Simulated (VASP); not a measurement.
Wanted: the native input for a VASP 6.6.1 run.

```
Task                   : single point
Functional             : PBE
Potentials or basis    : VASP PAW PBE potentials, release 64 (Sr_sv)
Cutoff                 : 520 eV
k mesh                 : 10 × 10 × 5
Occupations            : fermi-dirac, width 0.08 eV
Spin                   : no spin polarisation
Dipole correction      : no
Further INCAR settings : ALGO = Normal; EDIFF = 1e-06; NBANDS = 17
```

The structure of Sr lies in POSCAR:

```
Sr
1.0
    4.3385441004      0.0000000000      0.0000000000
   -2.1692720502      3.7572894063      0.0000000000
    0.0000000000      0.0000000000      7.0966901024
Sr
2
Direct
    0.3333333333      0.6666666667      0.2500000000
    0.6666666667      0.3333333333      0.7500000000
```

This cell differs from its parent crystal: volume scaled by 1.02.

These files were run (other wordings do the same):

INCAR

```
SYSTEM = Sr
  ALGO = Normal
  EDIFF = 1E-6
  ENCUT = 520
  GGA = PE
  ISIF = 2
  ISMEAR = -1
  LASPH = .TRUE.
  LCHARG = .FALSE.
  LREAL = .FALSE.
  LWAVE = .FALSE.
  NBANDS = 17
  NELM = 100
  PREC = Accurate
  SIGMA = 0.08
```

KPOINTS

```
k-points
0
G
  10 10 5
  0 0 0
```

Potentials or basis: VASP PAW PBE potentials, release 64 (Sr_sv).

Run with:

```sh
$ cat potpaw_PBE.64/Sr_sv/POTCAR > POTCAR
$ mpirun -np 1 vasp_std > vasp.out
```

It gave:

```yaml
Pressure: -0.5 GPa
Band_gap_on_the_k_mesh: zero (band 10 reaches 1.54 eV, above the bottom of band 11 at 1.41 eV)
```

Wall time 48 s on 1 thread of Intel Xeon 6975P-C (shared host), peak memory 0.26 GiB.
